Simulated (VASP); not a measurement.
# Ca (I4/mmm) in VASP: notebook

Ca is run at these levels: PBE; tasks: relaxation of shape and atoms at fixed volume.

Everything below comes from runs of VASP 6.6.1. Logs are shortened: lines on timing, memory, paths and dates and some standing lists are left out, and cuts for length are marked.

### 1 The cell of the first run

It takes space group I4/mmm (No. 139, tetragonal). The conventional cell has a = 4.576 Å, b = 4.576 Å, c = 4.261 Å, α = 90.00°, β = 90.00°, γ = 90.00°. Ca (site symmetry 4/mmm) has 14 Ca at 3.87 to 4.58 Å within 5.1 Å.

### 2 Relaxation of shape and atoms at fixed volume, PBE (44.60 Å³/atom)

Contents of INCAR:

```
ALGO = Fast
EDIFF = 1E-6
EDIFFG = -0.01
ENCUT = 600
GGA = PE
IBRION = 2
ISIF = 4
ISMEAR = 0
LASPH = T
LCHARG = F
LREAL = F
LWAVE = F
NELM = 80
NSW = 50
PREC = Accurate
SIGMA = 0.1
```

Contents of KPOINTS:

```
k-points
0
Gamma
  18 18 18
```

Contents of POSCAR:

```
Ca
1.0
   -2.2877748474      2.2877748474      2.1303520183
    2.2877748474     -2.2877748474      2.1303520183
    2.2877748474      2.2877748474     -2.1303520183
Ca
1
Direct
    0.0000000000      0.0000000000      0.0000000000
```

Potentials or basis: VASP PAW PBE potentials, release 64 (Ca_sv).

Run with:

```
> cat potpaw_PBE.64/Ca_sv/POTCAR > POTCAR
> mpirun -np 1 vasp_std > vasp.out
```

OUTCAR:

```text
EDIFF = 1E-6
   EDIFFG = -0.01
   ENCUT = 600
   GGA = PE
   IBRION = 2
   ISIF = 4
   ISMEAR = 0
   LASPH = T
   LREAL = F
   NELM = 80
   NSW = 50
   PREC = Accurate

 ion  position               nearest neighbor table
   1  0.000  0.000  0.000-

  LATTYP: Found a body centered tetragonal cell.
 ALAT       =     4.5755496948
 C/A-ratio  =     0.9311895446

  Lattice vectors:

 A1 = (  -2.2877748474,   2.2877748474,   2.1303520183)
 A2 = (   2.2877748474,  -2.2877748474,   2.1303520183)
 A3 = (   2.2877748474,   2.2877748474,  -2.1303520183)

Analysis of symmetry for initial positions (statically):
=====================================================================
 Subroutine PRICEL returns:
 Original cell was already a primitive cell.

 Routine SETGRP: Setting up the symmetry group for a
 body centered tetragonal supercell.

 Subroutine GETGRP returns: Found 16 space group operations
 (whereof 16 operations were pure point group operations)
 out of a pool of 16 trial point group operations.

The static configuration has the point symmetry D_4h.

Analysis of symmetry for dynamics (positions and initial velocities):
=====================================================================
 Subroutine PRICEL returns:
 Original cell was already a primitive cell.

 Routine SETGRP: Setting up the symmetry group for a
 body centered tetragonal supercell.

 Subroutine GETGRP returns: Found 16 space group operations
 (whereof 16 operations were pure point group operations)
 out of a pool of 16 trial point group operations.

The dynamic configuration has the point symmetry D_4h.

 Subroutine INISYM returns: Found 16 space group operations
 (whereof 16 operations are pure point group operations),
 and found     1 'primitive' translations

----------------------------------------------------------------------------------------

                                     Primitive cell

  volume of cell :      44.6003

  direct lattice vectors                    reciprocal lattice vectors
    -2.287774847  2.287774847  2.130352018     0.000000000  0.218552975  0.234702995
     2.287774847 -2.287774847  2.130352018     0.218552975  0.000000000  0.234702995
     2.287774847  2.287774847 -2.130352018     0.218552975  0.218552975  0.000000000

  length of vectors
     3.873787194  3.873787194  3.873787194     0.320703756  0.320703756  0.309080582

  position of ions in fractional coordinates (direct lattice)
     0.000000000  0.000000000  0.000000000

  ion indices of the primitive-cell ions
   primitive index   ion index
                 1           1

----------------------------------------------------------------------------------------

 KPOINTS: k-points

Automatic generation of k-mesh.
 Grid dimensions read from file:
 generate k-points for:   18   18   18

 Generating k-lattice:

  Cartesian coordinates                     Fractional coordinates (reciprocal lattice)
     0.000000000  0.012141832  0.013039055     0.055555556  0.000000000  0.000000000
     0.012141832  0.000000000  0.013039055     0.000000000  0.055555556  0.000000000
     0.012141832  0.012141832  0.000000000     0.000000000  0.000000000  0.055555556

  Length of vectors
     0.017816875  0.017816875  0.017171143

  Shift w.r.t. Gamma in fractional coordinates (k-lattice)
     0.000000000  0.000000000  0.000000000

 Subroutine IBZKPT returns following result:
 ===========================================

 Found    480 irreducible k-points:

 Following reciprocal coordinates:
            Coordinates               Weight
  0.000000  0.000000  0.000000      1.000000
  0.055556 -0.000000  0.000000      8.000000
  0.111111 -0.000000  0.000000      8.000000
  0.166667 -0.000000  0.000000      8.000000
  0.222222 -0.000000  0.000000      8.000000
  0.277778 -0.000000  0.000000      8.000000
[... 16 lines left out ...]
 -0.277778  0.055556 -0.000000     16.000000
 -0.222222  0.055556 -0.000000     16.000000
 [... further k-points ...]
   k-points           NKPTS =    480   k-points in BZ     NKDIM =    480   number of bands    NBANDS=      9
   number of dos      NEDOS =    301   number of ions     NIONS =      1
   total plane-waves  NPLWV =  32768
   dimension x,y,z NGX =    32 NGY =   32 NGZ =   32
   dimension x,y,z NGXF=    64 NGYF=   64 NGZF=   64
   ions per type =               1
   NGX,Y,Z   is equivalent  to a cutoff of  13.73, 13.73, 13.73 a.u.
   NGXF,Y,Z  is equivalent  to a cutoff of  27.47, 27.47, 27.47 a.u.
 SYSTEM =  unknown system
   PREC   = accura    normal or accurate (medium, high low for compatibility)
   ISTART =      0    job   : 0-new  1-cont  2-samecut
   ICHARG =      2    charge: 1-file 2-atom 10-const
   ISPIN  =      1    spin polarized calculation?
   LNONCOLLINEAR =      F non collinear calculations
   LSORBIT =      F    spin-orbit coupling
   LASPH  =      T    aspherical Exc in radial PAW
   ENCUT  =  600.0 eV  44.10 Ry    6.64 a.u.   7.74  7.74  7.74*2*pi/ulx,y,z
   NELM   =     80;   NELMIN=  2; NELMDL= -5     # of ELM steps
   EDIFF  = 0.1E-05   stopping-criterion for ELM
   LREAL  =      F    real-space projection
   EDIFFG = -.1E-01   stopping-criterion for IOM
   NSW    =     50    number of steps for IOM
   IBRION =      2    ionic relax: 0-MD 1-quasi-New 2-CG
   NFREE  =      1    steps in history (QN), initial steepest desc. (CG)
   ISIF   =      4    stress and relaxation
   ISYM   =      2    0-nonsym 1-usesym 2-fastsym
   POTIM  = 0.5000    time-step for ionic-motion
   TEBEG  =    0.0;   TEEND  =   0.0 temperature during run
   PSTRESS=    0.0 pullay stress
   NELECT =      10.0000    total number of electrons
   NUPDOWN=      -1.0000    fix difference up-down
   EMIN   =  10.00;   EMAX   =-10.00  energy-range for DOS
   EFERMI =   0.00;   METHOD = LEGACY
   ISMEAR =     0;   SIGMA  =   0.10  broadening in eV -4-tet -1-fermi 0-gaus
   EFERMI_NEDOS =   21; number of points for ismear=-14 and -15
   IALGO  =     68    algorithm
   IMIX   =      4    mixing-type and parameters
     AMIX     =   0.40;   BMIX     =  1.00
     AMIX_MAG =   1.60;   BMIX_MAG =  1.00
  volume/ion in A,a.u.               =      44.60       300.98
  Fermi-wavevector in a.u.,A,eV,Ry     =   0.994555  1.879437 13.458065  0.989140
  Thomas-Fermi vector in A             =   2.126514
   LORBIT       =      0    0 simple, 1 ext, 2 COOP (PROOUT), +10 PAW based schemes
   GGA     = PE    functional components
   LHFCALC =     F    Hartree Fock is set to
   AEXX    =    0.0000 exact exchange contribution
   IVDW    =     0    specifies the selected vdW correction
   LEPSILON=     F    determine dielectric tensor
   LRPA    =     F    only Hartree local field effects (RPA)
 conjugate gradient relaxation of ions
 non-spin polarized calculation
 RMM-DIIS sequential band-by-band and
 Gauss-broadening in eV      SIGMA  =   0.10
  energy-cutoff  :      600.00
  volume of cell :       44.60
 maximum number of plane-waves:      1524
   NGX = 15   NGY = 15   NGZ = 15

 number of electron      10.0000000 magnetization

 number of electron       9.9999999 magnetization

 Free energy of the ion-electron system (eV)
  ---------------------------------------------------
  ext. energy  EPLUGINS =         0.00000000
  ---------------------------------------------------
  free energy    TOTEN  =        -1.91041792 eV

  energy without entropy =       -1.90255294  energy(sigma->0) =       -1.90648543

 E-fermi :   1.8029     XC(G=0):  -7.5662

 val. band max:        1.8018193545   @ k =  -0.3333  -0.4444   0.2222
 cond. band min:       1.8070975522   @ k =   0.5000  -0.0000   0.0000
 fundamental gap:      0.0052781977
 Fermi energy:         1.8028551374

 k-point     1 :       0.0000    0.0000    0.0000
  band No.  band energies     occupation
      1     -40.4023      2.00000
      2     -21.3308      2.00000
      3     -21.3204      2.00000
      4     -21.3204      2.00000
      5      -2.1760      2.00000
      6       3.8086      0.00000
      7       4.1255      0.00000
      8       4.1303      0.00000
      9       4.7852      0.00000

 k-point     2 :       0.0556   -0.0000    0.0000
  band No.  band energies     occupation
      1     -40.4019      2.00000
      2     -21.3331      2.00000
      3     -21.3218      2.00000
      4     -21.3217      2.00000
      5      -2.1210      2.00000
      6       3.8107      0.00000
      7       4.1030      0.00000
      8       4.1256      0.00000
      9       4.7878      0.00000

 k-point     3 :       0.1111   -0.0000    0.0000
  band No.  band energies     occupation
      1     -40.4009      2.00000
      2     -21.3414      2.00000
      3     -21.3252      2.00000
      4     -21.3239      2.00000
      5      -1.9576      2.00000
      6       3.7746      0.00000
      7       4.0145      0.00000
      8       4.1762      0.00000
      9       4.8102      0.00000

 k-point     4 :       0.1667   -0.0000    0.0000
  band No.  band energies     occupation
      1     -40.3994      2.00000
      2     -21.3559      2.00000
      3     -21.3306      2.00000
      4     -21.3251      2.00000
      5      -1.6906      2.00000
      6       3.6612      0.00000
      7       3.8233      0.00000
      8       4.3324      0.00000
      9       4.8242      0.00000
[... 205 lines left out ...]
 k-point    22 :      -0.3333    0.0556   -0.0000
  band No.  band energies     occupation
      1     -40.3943      2.00000
      2     -21.4027      2.00000
      3     -21.3481      2.00000
      4     -21.3280      2.00000
      5      -0.6192      2.00000
      6       3.0102      0.00000
      7       3.2564      0.00000
      8       4.9320      0.00000
      9       5.0748      0.00000

 k-point    23 :      -0.2778    0.0556   -0.0000
  band No.  band energies     occupation
      1     -40.3963      2.00000
      2     -21.3839      2.00000
      3     -21.3411      2.00000
      4     -21.3273      2.00000
      5      -1.0954      2.00000
      6       3.3404      0.00000
      7       3.4305      0.00000
      8       4.7470      0.00000
      9       4.9814      0.00000

 k-point    24 :      -0.2222    0.0556   -0.0000
  band No.  band energies     occupation
      1     -40.3983      2.00000
      2     -21.3651      2.00000
      3     -21.3344      2.00000
      4     -21.3263      2.00000
      5      -1.4968      2.00000
      6       3.5460      0.00000
      7       3.6968      0.00000
      8       4.4950      0.00000
      9       5.0589      0.00000

 [... further k-points ...]
[... 5 lines left out ...]
  --------------------------------------------------------------------------------------
  -------------------------------------------------------------------------------------
  Total       -0.2465037     -0.2465037     -0.2345087      0.0000000      0.0000000      0.0000000
  in kB       -8.8551522     -8.8551522     -8.4242573      0.0000000      0.0000000      0.0000000
  external PRESSURE =      -8.7115205 kB  Pullay stress =       0.0000000 kB

 VOLUME and BASIS-vectors are now :
 -----------------------------------------------------------------------------
  energy-cutoff  :      600.00
  volume of cell :       44.60
      direct lattice vectors                 reciprocal lattice vectors
    -2.287774847  2.287774847  2.130352018     0.000000000  0.218552975  0.234702995
     2.287774847 -2.287774847  2.130352018     0.218552975  0.000000000  0.234702995
     2.287774847  2.287774847 -2.130352018     0.218552975  0.218552975  0.000000000

 POSITION                                       TOTAL-FORCE (eV/Angst)
 -----------------------------------------------------------------------------------
      0.00000      0.00000      0.00000        -0.000000     -0.000000      0.000000
 -----------------------------------------------------------------------------------
    total drift:                                0.000000      0.000000     -0.000000

  FREE ENERGIE OF THE ION-ELECTRON SYSTEM (eV)
  ---------------------------------------------------
  free  energy   TOTEN  =        -1.9104179156 eV

  energy  without entropy=       -1.9025529433  energy(sigma->0) =       -1.90648543

 reached required accuracy - stopping structural energy minimisation
```

Wall time 70 s (1 thread of Intel Xeon 6975P-C (Granite Rapids), shared host); peak memory 0.38 GiB.

Results:

```
Free energy             : -1.9104 eV
Pressure after relaxing : -0.9 GPa
Band gap on the k mesh  : zero (bands 5 and 6 overlap by 0.47 eV)
```

Final structure:
```
Ca
1.0
    -2.28777    2.28777    2.13035
     2.28777   -2.28777    2.13035
     2.28777    2.28777   -2.13035
Ca
1
Direct
  0.00000 0.00000 0.00000
```

### 3 Relaxation of shape and atoms at fixed volume, PBE (46.28 Å³/atom)

This run uses another cell than the first one, of 46.28 Å³/atom.

Contents of INCAR:

```
ALGO = Fast ; EDIFF = 1E-7
EDIFFG = -0.01 ; ENCUT = 600
GGA = PE ; IBRION = 2
ISIF = 4 ; ISMEAR = 0
LASPH = T ; LCHARG = F
LREAL = F ; LWAVE = F
NELM = 60 ; NSW = 50
PREC = Accurate ; SIGMA = 0.1
```

KPOINTS is that of step 2.

Contents of POSCAR:

```
Ca
1.0
   -2.3161973170      2.3161973170      2.1568187248
    2.3161973170     -2.3161973170      2.1568187248
    2.3161973170      2.3161973170     -2.1568187248
Ca
1
Direct
    0.0000000000      0.0000000000      0.0000000000
```

Potentials or basis: VASP PAW PBE potentials, release 64 (Ca_sv).

Run with:

```
> cat potpaw_PBE.64/Ca_sv/POTCAR > POTCAR
> mpirun -np 1 vasp_std > vasp.out
```

OUTCAR:

```text
EDIFF = 1E-7
   EDIFFG = -0.01
   ENCUT = 600
   GGA = PE
   IBRION = 2
   ISIF = 4
   ISMEAR = 0
   LASPH = T
   LREAL = F
   NELM = 60
   NSW = 50
   PREC = Accurate

 ion  position               nearest neighbor table
   1  0.000  0.000  0.000-

  LATTYP: Found a body centered tetragonal cell.
 ALAT       =     4.6323946340
 C/A-ratio  =     0.9311895446

  Lattice vectors:

 A1 = (  -2.3161973170,   2.3161973170,   2.1568187248)
 A2 = (   2.3161973170,  -2.3161973170,   2.1568187248)
 A3 = (   2.3161973170,   2.3161973170,  -2.1568187248)

Analysis of symmetry for initial positions (statically):
=====================================================================
 Subroutine PRICEL returns:
 Original cell was already a primitive cell.

 Routine SETGRP: Setting up the symmetry group for a
 body centered tetragonal supercell.

 Subroutine GETGRP returns: Found 16 space group operations
 (whereof 16 operations were pure point group operations)
 out of a pool of 16 trial point group operations.

The static configuration has the point symmetry D_4h.

Analysis of symmetry for dynamics (positions and initial velocities):
=====================================================================
 Subroutine PRICEL returns:
 Original cell was already a primitive cell.

 Routine SETGRP: Setting up the symmetry group for a
 body centered tetragonal supercell.

 Subroutine GETGRP returns: Found 16 space group operations
 (whereof 16 operations were pure point group operations)
 out of a pool of 16 trial point group operations.

The dynamic configuration has the point symmetry D_4h.

 Subroutine INISYM returns: Found 16 space group operations
 (whereof 16 operations are pure point group operations),
 and found     1 'primitive' translations

----------------------------------------------------------------------------------------

                                     Primitive cell

  volume of cell :      46.2833

  direct lattice vectors                    reciprocal lattice vectors
    -2.316197317  2.316197317  2.156818725     0.000000000  0.215871073  0.231822913
[... 120 lines left out ...]
  volume of cell :       46.28
 maximum number of plane-waves:      1584
   NGX = 15   NGY = 15   NGZ = 15

--------------------------------------- Ionic step        1  -------------------------------------------

 number of electron      10.0000000 magnetization

 number of electron       9.9999999 magnetization

 Free energy of the ion-electron system (eV)
  ---------------------------------------------------
  ext. energy  EPLUGINS =         0.00000000
  ---------------------------------------------------
  free energy    TOTEN  =        -1.89883787 eV

  energy without entropy =       -1.89080808  energy(sigma->0) =       -1.89482297

------------------------ aborting loop because EDIFF is reached ----------------------------------------

  FORCE on cell =-STRESS in cart. coord.  units (eV):
  Direction    XX          YY          ZZ          XY          YZ          ZX
  --------------------------------------------------------------------------------------
  -------------------------------------------------------------------------------------
  Total       -0.3957244     -0.3957244     -0.3761977      0.0000000      0.0000000      0.0000000
  in kB      -13.6986783    -13.6986783    -13.0227296      0.0000000      0.0000000      0.0000000
  external PRESSURE =     -13.4733621 kB  Pullay stress =       0.0000000 kB
[... 57 lines left out ...]
--------------------------------------- Ionic step        3  -------------------------------------------

 number of electron       9.9999999 magnetization

 Free energy of the ion-electron system (eV)
  ---------------------------------------------------
  ext. energy  EPLUGINS =         0.00000000
  ---------------------------------------------------
  free energy    TOTEN  =        -1.89888090 eV

  energy without entropy =       -1.89076945  energy(sigma->0) =       -1.89482518

 E-fermi :   1.6625     XC(G=0):  -7.4558

 val. band max:        1.6528888275   @ k =   0.3333   0.3333   0.1111
 cond. band min:       1.6639474732   @ k =  -0.3889  -0.3889   0.1111
 fundamental gap:      0.0110586457
 Fermi energy:         1.6625394834

 k-point     1 :       0.0000    0.0000    0.0000
  band No.  band energies     occupation
      1     -40.6317      2.00000
      2     -21.5613      2.00000
      3     -21.5536      2.00000
      4     -21.5536      2.00000
      5      -2.2474      2.00000
      6       3.6314      0.00000
      7       3.9199      0.00000
      8       3.9199      0.00000
      9       4.5763      0.00000
[... 265 lines left out ...]
 k-point    24 :      -0.2222    0.0556    0.0000
  band No.  band energies     occupation
      1     -40.6284      2.00000
      2     -21.5916      2.00000
      3     -21.5656      2.00000
      4     -21.5582      2.00000
      5      -1.5878      2.00000
      6       3.3766      0.00000
      7       3.5132      0.00000
      8       4.2792      0.00000
      9       4.5358      0.00000

 [... further k-points ...]
[... 5 lines left out ...]
  --------------------------------------------------------------------------------------
  -------------------------------------------------------------------------------------
  Total       -0.3932365     -0.3932365     -0.3783732      0.0000000      0.0000000      0.0000000
  in kB      -13.6125548    -13.6125548    -13.0980373      0.0000000      0.0000000      0.0000000
  external PRESSURE =     -13.4410489 kB  Pullay stress =       0.0000000 kB
[... 16 lines left out ...]
  FREE ENERGIE OF THE ION-ELECTRON SYSTEM (eV)
  ---------------------------------------------------
  free  energy   TOTEN  =        -1.8988809050 eV

  energy  without entropy=       -1.8907694455  energy(sigma->0) =       -1.89482518

 reached required accuracy - stopping structural energy minimisation
```

Wall time 2.4 min (1 thread of Intel Xeon 6975P-C (Granite Rapids), shared host); peak memory 0.4 GiB.

What came out:

| Item | Value |
| --- | --- |
| Free energy | -1.8989 eV |
| Energy gained by relaxing | 0.0 meV/atom |
| Ionic steps | 3 |
| Pressure after relaxing | -1.3 GPa |
| Band gap on the k mesh | zero (bands 5 and 6 overlap by 0.48 eV) |

Final structure:
```yaml
crystal:
  lattice:
    - [-2.31329, 2.31329, 2.16224]
    - [2.31329, -2.31329, 2.16224]
    - [2.31329, 2.31329, -2.16224]
  atoms:
    - { symbol: Ca, position: [0.00000, 0.00000, 0.00000] }
```
